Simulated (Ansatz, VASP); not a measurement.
## One calculation of CaO, two programs

File POSCAR:

```
CaO
1.0
    0.0000000000      2.3975501265      2.3855623759
    2.3975501265      0.0000000000      2.3855623759
    2.3975501265      2.3975501265      0.0000000000
Ca O
1 1
Direct
    0.0000000000      0.0000000000      0.0000000000
    0.5000000000      0.5000000000      0.5000000000
```

Contents of INCAR.step1:

```
PREC = Accurate
ENCUT = 1480
ISMEAR = 0
SIGMA = 0.01
LREAL = F
LASPH = T
NELM = 120
NBANDS = 15
GGA = PE
ALGO = Normal
EDIFF = 1E-5
LWAVE = T
LCHARG = F
GGA_COMPAT = F
```

The input INCAR.step2:

```
PREC = Accurate
ENCUT = 1480
EDIFF = 1E-6
ISMEAR = 0
SIGMA = 0.01
LREAL = F
LASPH = T
NELM = 120
ALGO = Normal
ISIF = 2
LWAVE = F
LCHARG = T
METAGGA = R2SCAN
LMIXTAU = T
LELF = T
LVHAR = T
NBANDS = 15
ISTART = 1
GGA_COMPAT = F
```

File KPOINTS:

```
Automatic mesh
0
Gamma
  10 10 10
```

Input for Ansatz:

```yaml
crystal:
  lattice:
    - [0.0, 2.3975501265, 2.3855623759]
    - [2.3975501265, 0.0, 2.3855623759]
    - [2.3975501265, 2.3975501265, 0.0]
  atoms:
    - { symbol: Ca, position: [0.0, 0.0, 0.0] }
    - { symbol: O, position: [0.5, 0.5, 0.5] }
kpoints:
  mp_grid: { grid: [10, 10, 10] }
  band_path:
    path:
      - [0.0, 0.0, 0.0]
      - [0.5, 0.0, 0.5]
      - [0.625, 0.25, 0.625]
      - [0.375, 0.375, 0.75]
      - [0.5, 0.5, 0.5]
      - [0.5, 0.25, 0.75]
    npoints: 1
hamiltonian:
  xc: r2scan
scf:
  occupations: { method: fixed }
  n_extra_bands: 4
output:
  forces: true
  stress: true
  eigenvalues: true
```

Change from the starting cell: uniaxial_z strain -0.5%.

Alike in both runs: task single point; functional r2SCAN; k mesh 10 × 10 × 10; no spin polarisation.

|  | VASP | Ansatz |
| --- | --- | --- |
| version | VASP 6.6.1 | Ansatz 0.2.0 |
| potentials or method | VASP PAW PBE potentials, release 64 (Ca_sv, O_h) | plane waves, PAW |
| plane-wave cutoff (eV) | 1480 | 500 |
| occupations | gaussian, width 0.01 eV | fixed |
| valence electrons in the cell | 16 | 16 |

|  | VASP | Ansatz | Ansatz less VASP |
| --- | --- | --- | --- |
| gap on the k mesh at the Fermi level (eV) | 4.17 | 4.18 | +0.008 |
| pressure (GPa) | 1.6 | 0.6 | -1.00 |
| traceless stress, the component that is largest in VASP (GPa) | 0.63 | 0.60 | -0.034 |

VASP's potentials were made for PBE, not for r2SCAN.
